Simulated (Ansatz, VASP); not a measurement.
**One calculation of Tl2F, two programs**

```
CELL_PARAMETERS angstrom
4.91567 0.00000 0.00000
-2.45783 4.25709 0.00000
0.00000 0.00000 3.79957
ATOMIC_POSITIONS crystal
Tl 0.33333 0.66667 0.50000
Tl 0.66667 0.33333 0.50000
F 0.00000 0.00000 0.50000
```

Alike in both runs: task single point; functional PBE; k mesh 6 × 6 × 4; occupations gaussian, width 0.1 eV; no spin polarisation.

|  | VASP | Ansatz |
| --- | --- | --- |
| version | VASP 6.6.1 | Ansatz 0.2.0 |
| potentials or method | VASP PAW PBE potentials, release 64 (Tl_d, F), cutoff 520 eV | scalar-relativistic, plane waves, PAW |
| valence electrons in the cell | 33 | 33 |

|  | VASP | Ansatz | Ansatz less VASP |
| --- | --- | --- | --- |
| gap on the k mesh at the Fermi level (eV) | none | none | - |
| pressure (GPa) | 5.0 | 5.1 | +0.11 |
| traceless stress, the component that is largest in VASP (GPa) | -7.86 | -7.86 | +0.005 |

A gap of «none» marks a metal or a gap that the smearing closes.

The k mesh is coarse, so the values compare programs but aren't converged. Neither program's run includes spin-orbit coupling.
